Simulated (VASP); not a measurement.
# ScB2N3 (P-62m) in VASP: a series of runs

The runs below take ScB2N3 through single point, relaxation of cell and atoms, with PBE.

Everything below comes from runs of VASP 6.6.1. Logs are shortened: lines on timing, memory, paths and dates and some standing lists are left out, and cuts for length are marked.

**1. The cell of the first run**

Symmetry: P-62m, No. 189, hexagonal system. The conventional cell has a = 4.561 Å, b = 4.561 Å, c = 3.100 Å, α = 90.00°, β = 90.00°, γ = 120.00°. Within 3.0 Å of Sc (site symmetry -62m) lie 6 N at 2.25 Å. B (site symmetry -6) has 3 N at 1.47 Å within 2.0 Å. N (site symmetry m2m) has 2 B at 1.47 Å within 2.0 Å.

**2. Single point, PBE**

INCAR reads:

```
  PREC = Accurate
  ENCUT = 520
  EDIFF = 1E-6
  ISMEAR = 0
  SIGMA = 0.1
  LREAL = False
  LASPH = True
  NELM = 100
  ALGO = Normal
  ISIF = 2
  LWAVE = False
  LCHARG = False
  GGA = PE
  NBANDS = 25
```

KPOINTS reads:

```
regular mesh
0
Gamma
  6 6 6
```

POSCAR reads:

```
ScB2N3
1.0
    4.5605629663      0.0000000028      0.0000000000
   -2.2802814856      3.9495633829      0.0000000000
    0.0000000000      0.0000000000      3.0996995591
Sc B N
1 2 3
Direct
    0.0000000000      0.0000000000      0.5000000000
    0.3333333333      0.6666666667      0.0000000000
    0.6666666667      0.3333333333      0.0000000000
    0.3587171110      0.0000000000      0.0000000000
    0.0000000000      0.3587171110      0.0000000000
    0.6412828890      0.6412828890      0.0000000000
```

Potentials or basis: VASP PAW PBE potentials, release 64 (Sc_sv, B, N).

Command:

```bash
$ cat potpaw_PBE.64/Sc_sv/POTCAR potpaw_PBE.64/B/POTCAR potpaw_PBE.64/N/POTCAR > POTCAR
$ mpirun -np 1 vasp_std > vasp.out
```

OUTCAR:

```text
PREC = Accurate
   ENCUT = 520
   EDIFF = 1E-6
   ISMEAR = 0
   LREAL = False
   LASPH = True
   NELM = 100
   ISIF = 2
   GGA = PE

 ion  position               nearest neighbor table
   1  0.000  0.000  0.500-   6 2.25   6 2.25   5 2.25   5 2.25   4 2.25   4 2.25
   2  0.333  0.667  0.000-   4 1.47   5 1.47   6 1.47
   3  0.667  0.333  0.000-   5 1.47   4 1.47   6 1.47
   4  0.359  0.000  0.000-   2 1.47   3 1.47   1 2.25   1 2.25
   5  0.000  0.359  0.000-   3 1.47   2 1.47   1 2.25   1 2.25
   6  0.641  0.641  0.000-   3 1.47   2 1.47   1 2.25   1 2.25

  LATTYP: Found a hexagonal cell.
 ALAT       =     4.5605629663
 C/A-ratio  =     0.6796747643

  Lattice vectors:

 A1 = (   4.5605629663,   0.0000000028,   0.0000000000)
 A2 = (  -2.2802814856,   3.9495633829,   0.0000000000)
 A3 = (   0.0000000000,   0.0000000000,   3.0996995591)

Analysis of symmetry for initial positions (statically):
=====================================================================
 Subroutine PRICEL returns:
 Original cell was already a primitive cell.

 Routine SETGRP: Setting up the symmetry group for a
 hexagonal supercell.

 Subroutine GETGRP returns: Found 12 space group operations
 (whereof 12 operations were pure point group operations)
 out of a pool of 24 trial point group operations.

The static configuration has the point symmetry D_3h.

Analysis of symmetry for dynamics (positions and initial velocities):
=====================================================================
 Subroutine PRICEL returns:
 Original cell was already a primitive cell.

 Routine SETGRP: Setting up the symmetry group for a
 hexagonal supercell.

 Subroutine GETGRP returns: Found 12 space group operations
 (whereof 12 operations were pure point group operations)
 out of a pool of 24 trial point group operations.

The dynamic configuration has the point symmetry D_3h.

 Subroutine INISYM returns: Found 12 space group operations
 (whereof 12 operations are pure point group operations),
 and found     1 'primitive' translations

----------------------------------------------------------------------------------------

                                     Primitive cell

  volume of cell :      55.8325

  direct lattice vectors                    reciprocal lattice vectors
     4.560562966  0.000000003  0.000000000     0.219271175  0.126596272  0.000000000
    -2.280281486  3.949563383  0.000000000    -0.000000000  0.253192544  0.000000000
     0.000000000  0.000000000  3.099699559     0.000000000  0.000000000  0.322611912

[... 96 lines left out ...]
   NFREE  =      0    steps in history (QN), initial steepest desc. (CG)
   ISIF   =      2    stress and relaxation
   ISYM   =      2    0-nonsym 1-usesym 2-fastsym
   POTIM  = 0.5000    time-step for ionic-motion
   TEBEG  =    0.0;   TEEND  =   0.0 temperature during run
   PSTRESS=    0.0 pullay stress
   NELECT =      32.0000    total number of electrons
   NUPDOWN=      -1.0000    fix difference up-down
   EMIN   =  10.00;   EMAX   =-10.00  energy-range for DOS
   EFERMI =   0.00;   METHOD = LEGACY
   ISMEAR =     0;   SIGMA  =   0.10  broadening in eV -4-tet -1-fermi 0-gaus
   EFERMI_NEDOS =   21; number of points for ismear=-14 and -15
   IALGO  =     38    algorithm
   IMIX   =      4    mixing-type and parameters
     AMIX     =   0.40;   BMIX     =  1.00
     AMIX_MAG =   1.60;   BMIX_MAG =  1.00
  volume/ion in A,a.u.               =       9.31        62.80
  Fermi-wavevector in a.u.,A,eV,Ry     =   1.359865  2.569772 25.160338  1.849233
  Thomas-Fermi vector in A             =   2.486576
   LORBIT       =      0    0 simple, 1 ext, 2 COOP (PROOUT), +10 PAW based schemes
   GGA     = PE    functional components
   LHFCALC =     F    Hartree Fock is set to
   AEXX    =    0.0000 exact exchange contribution
   IVDW    =     0    specifies the selected vdW correction
   LEPSILON=     F    determine dielectric tensor
   LRPA    =     F    only Hartree local field effects (RPA)
 non-spin polarized calculation
 Gauss-broadening in eV      SIGMA  =   0.10
  energy-cutoff  :      520.00
  volume of cell :       55.83
 maximum number of plane-waves:      1548
 NGX is ok and might be reduce to    36
   NGX = 17   NGY = 17   NGZ = 11

 number of electron      31.9999995 magnetization

 Free energy of the ion-electron system (eV)
  ---------------------------------------------------
  ext. energy  EPLUGINS =         0.00000000
  ---------------------------------------------------
  free energy    TOTEN  =       -52.58704594 eV

  energy without entropy =      -52.58704594  energy(sigma->0) =      -52.58704594

 E-fermi :   5.0148     XC(G=0): -11.1873

 val. band max:        4.5589630731   @ k =   0.3333   0.3333   0.0000
 cond. band min:       6.0101499224   @ k =   0.0000   0.0000   0.5000
 fundamental gap:      1.4511868493
 Fermi energy:         5.0148276515

 k-point     1 :       0.0000    0.0000    0.0000
  band No.  band energies     occupation
      1     -43.8865      2.00000
      2     -22.6359      2.00000
      3     -22.6359      2.00000
      4     -22.1715      2.00000
      5     -12.5241      2.00000
      6      -9.2180      2.00000
[... 661 lines left out ...]
     24      14.8402      0.00000
     25      15.9296      0.00000

 [... further k-points ...]

------------------------ aborting loop because EDIFF is reached ----------------------------------------

  FORCE on cell =-STRESS in cart. coord.  units (eV):
  Direction    XX          YY          ZZ          XY          YZ          ZX
  --------------------------------------------------------------------------------------
  -------------------------------------------------------------------------------------
  Total        0.1596525      0.1596525      0.1664516     -0.0000000     -0.0000000      0.0000000
  in kB        4.5814112      4.5814112      4.7765181     -0.0000000     -0.0000000      0.0000000
  external PRESSURE =       4.6464469 kB  Pullay stress =       0.0000000 kB

 VOLUME and BASIS-vectors are now :
 -----------------------------------------------------------------------------
  energy-cutoff  :      520.00
  volume of cell :       55.83
      direct lattice vectors                 reciprocal lattice vectors
     4.560562966  0.000000003  0.000000000     0.219271175  0.126596272  0.000000000
    -2.280281486  3.949563383  0.000000000    -0.000000000  0.253192544  0.000000000
     0.000000000  0.000000000  3.099699559     0.000000000  0.000000000  0.322611912

 POSITION                                       TOTAL-FORCE (eV/Angst)
 -----------------------------------------------------------------------------------
      0.00000      0.00000      1.54985        -0.000000     -0.000000     -0.000000
     -0.00000      2.63304      0.00000        -0.000000     -0.000000     -0.000000
      2.28028      1.31652      0.00000        -0.000000     -0.000000     -0.000000
      1.63595      0.00000      0.00000         0.034547      0.000000     -0.000000
     -0.81798      1.41678      0.00000        -0.017273      0.029919      0.000000
      1.46231      2.53279      0.00000        -0.017273     -0.029919      0.000000
 -----------------------------------------------------------------------------------
    total drift:                               -0.000000     -0.000000      0.000000

  FREE ENERGIE OF THE ION-ELECTRON SYSTEM (eV)
  ---------------------------------------------------
  free  energy   TOTEN  =       -52.5870459353 eV

  energy  without entropy=      -52.5870459353  energy(sigma->0) =      -52.58704594
```

Wall time 43 s (1 thread of Intel Xeon Platinum 8259CL at 2.50GHz (Skylake/Cascade Lake), shared host); peak memory 0.19 GiB.

What came out:

| Item | Value |
| --- | --- |
| Free energy | -52.5870 eV |
| Pressure | 0.5 GPa |
| Largest force | 0.035 eV/Å |
| Band gap on the k mesh | 1.45 eV, indirect (least direct gap 2.27 eV) |

Forces in eV/Å, atoms in the order of the input:
```
Sc   0.000  0.000  0.000
B    0.000  0.000  0.000
B    0.000  0.000  0.000
N    0.035  0.000  0.000
N   -0.017  0.030  0.000
N   -0.017 -0.030  0.000
```

Levels at points of the mesh, in eV from the valence-band top:
```csv
k point,band 12,band 13,band 14,band 15,band 16,band 17,band 18,band 19,band 20,band 21
"(0.00, 0.00, 0.00)",-3.21,-0.67,-0.67,-0.46,-0.46,2.82,3.76,3.76,5.22,5.32
"(0.50, 0.00, 0.00)",-2.90,-2.03,-1.69,-0.61,-0.33,2.92,3.52,4.09,4.64,5.08
"(0.00, 0.00, 0.50)",-2.19,-2.19,-2.07,-0.82,-0.82,1.45,4.43,4.43,5.08,6.06
"(0.50, 0.00, 0.50)",-4.52,-3.05,-2.20,-2.19,-1.61,2.68,2.99,4.89,5.08,6.01
```

A k mesh can miss the band edges. PBE gaps usually lie below the measured ones, often by a third to a half.

**3. Single point, PBE**

INCAR reads:

```
  PREC = Accurate
  ENCUT = 520
  EDIFF = 1E-6
  ISMEAR = 0
  SIGMA = 0.02
  LREAL = F
  LASPH = T
  NELM = 100
  ALGO = Normal
  ISIF = 2
  LWAVE = F
  LCHARG = F
  GGA = PE
  NBANDS = 25
```

KPOINTS reads:

```
Automatic mesh
0
Gamma
  6 6 10
```

Edit POSCAR of step 2 so:

```diff
@@ -2,4 +2,4 @@
 1.0
-    4.5605629663      0.0000000028      0.0000000000
-   -2.2802814856      3.9495633829      0.0000000000
+    4.5605629663      0.0000000000      0.0000000000
+   -2.2802814831      3.9495633844      0.0000000000
     0.0000000000      0.0000000000      3.0996995591
```

Potentials or basis: VASP PAW PBE potentials, release 64 (Sc_sv, B, N).

Command:

```bash
$ cat potpaw_PBE.64/Sc_sv/POTCAR potpaw_PBE.64/B/POTCAR potpaw_PBE.64/N/POTCAR > POTCAR
$ mpirun -np 1 vasp_std > vasp.out
```

It took 57 s on 1 thread of Intel Xeon Platinum 8259CL at 2.50GHz (Skylake/Cascade Lake), shared host; peak memory 0.21 GiB.

The run converged. Its results:

* Free energy: -52.5876 eV
* Pressure: 0.5 GPa
* Largest force: 0.035 eV/Å
* Band gap on the k mesh: 1.45 eV, indirect (least direct gap 2.27 eV)

Forces on the atoms (eV/Å):
```
Sc   0.000  0.000  0.000
B    0.000  0.000  0.000
B    0.000  0.000  0.000
N    0.035  0.000  0.000
N   -0.018  0.031  0.000
N   -0.018 -0.031  0.000
```

Levels at points of the mesh, in eV from the valence-band top:
```csv
k point,band 13,band 14,band 15,band 16,band 17,band 18,band 19,band 20
"(0.00, 0.00, 0.00)",-0.67,-0.67,-0.46,-0.46,2.82,3.76,3.76,5.22
"(0.50, 0.00, 0.00)",-2.03,-1.69,-0.61,-0.33,2.92,3.52,4.09,4.64
"(0.00, 0.00, 0.50)",-2.19,-2.07,-0.82,-0.82,1.45,4.43,4.43,5.08
"(0.50, 0.00, 0.50)",-3.05,-2.20,-2.19,-1.61,2.68,2.99,4.90,5.08
```

**4. Relaxation of cell and atoms, PBE**

INCAR reads:

```
SYSTEM = ScB2N3
ALGO = Normal ; EDIFF = 1E-6
EDIFFG = -0.01 ; ENCUT = 600
GGA = PE ; IBRION = 2
ISIF = 3 ; ISMEAR = 0
LASPH = .TRUE. ; LCHARG = .FALSE.
LREAL = .FALSE. ; LWAVE = .FALSE.
NELM = 80 ; NSW = 100
PREC = Accurate ; SIGMA = 0.02
```

KPOINTS reads:

```
k-points
0
G
  6 6 10
  0 0 0
```

Edit POSCAR of step 3 so:

```diff
@@ -3,3 +3,3 @@
     4.5605629663      0.0000000000      0.0000000000
-   -2.2802814831      3.9495633844      0.0000000000
+   -2.2802814831      3.9495633843      0.0000000000
     0.0000000000      0.0000000000      3.0996995591
```

Command:

```bash
$ cat potpaw_PBE.64/Sc_sv/POTCAR potpaw_PBE.64/B/POTCAR potpaw_PBE.64/N/POTCAR > POTCAR
$ mpirun -np 1 vasp_std > vasp.out
```

Wall time 2.2 min (1 thread of Intel Xeon Platinum 8259CL at 2.50GHz (Skylake/Cascade Lake), shared host); peak memory 0.23 GiB.

The run converged. Its results:

* Free energy: -52.5966 eV
* Relaxed volume: 9.32 Å³/atom
* Relaxed cell: a = 4.563 Å, b = 4.563 Å, c = 3.102 Å, α = 90.00°, β = 90.00°, γ = 120.00°
* Space group after relaxing (to 0.05 Å): P-62m (No. 189)
* Energy gained by relaxing: 0.0 meV/atom
* Ionic steps: 5
* Pressure after relaxing: 0.0 GPa
* Band gap on the k mesh: 1.46 eV, indirect (least direct gap 2.27 eV)

Step by step:
```csv
step,energy change (eV),largest force (eV/Å),pressure (GPa),volume (Å³)
1,0.0000,0.0350,0.31,55.83
2,-0.0002,0.0076,-0.17,55.98
3,-0.0002,0.0131,-0.07,55.95
4,-0.0002,0.0116,0.08,55.93
5,-0.0002,0.0003,-0.01,55.94
```

Final structure:
```yaml
crystal:
  lattice:
    - [4.56302, 0.00000, 0.00000]
    - [-2.28151, 3.95169, 0.00000]
    - [0.00000, 0.00000, 3.10224]
  atoms:
    - { symbol: Sc, position: [0.00000, 0.00000, 0.50000] }
    - { symbol: B, position: [0.33333, 0.66667, 0.00000] }
    - { symbol: B, position: [0.66667, 0.33333, 0.00000] }
    - { symbol: N, position: [0.35910, 0.00000, 0.00000] }
    - { symbol: N, position: [0.00000, 0.35910, 0.00000] }
    - { symbol: N, position: [0.64090, 0.64090, 0.00000] }
```

Levels at points of the mesh, in eV from the valence-band top:
```csv
k point,band 13,band 14,band 15,band 16,band 17,band 18,band 19,band 20
"(0.00, 0.00, 0.00)",-0.66,-0.66,-0.47,-0.47,2.81,3.75,3.75,5.21
"(0.50, 0.00, 0.00)",-2.03,-1.68,-0.60,-0.33,2.91,3.51,4.07,4.63
"(0.00, 0.00, 0.50)",-2.19,-2.06,-0.82,-0.82,1.46,4.42,4.42,5.06
"(0.50, 0.00, 0.50)",-3.04,-2.20,-2.18,-1.60,2.68,2.99,4.89,5.07
```

A k mesh can miss the band edges.

**5. Summary**

| task | cell | k mesh | cutoff (eV) | smearing | gap on the mesh (eV) | pressure (GPa) | largest force (eV/Å) |
| --- | --- | --- | --- | --- | --- | --- | --- |
| single point | a = 4.561, b = 4.561, c = 3.100 Å, angles 90.0, 90.0, 120.0°, 6 atoms | 6 × 6 × 6 | 520 | gaussian 0.1 eV | 1.45 | 0.5 | 0.03 |
| single point | a = 4.561, b = 4.561, c = 3.100 Å, angles 90.0, 90.0, 120.0°, 6 atoms | 6 × 6 × 10 | 520 | gaussian 0.02 eV | 1.45 | 0.5 | 0.04 |
| relaxation of cell and atoms | relaxed from a = 4.561, b = 4.561, c = 3.100 Å, angles 90.0, 90.0, 120.0°, 6 atoms | 6 × 6 × 10 | 600 | gaussian 0.02 eV | 1.46 | 0.0 | - |

Alike in all rows: level PBE; potentials or basis VASP PAW PBE potentials, release 64 (Sc_sv, B, N); no spin polarisation.

Absolute energies hang on the potentials; compare differences alone.
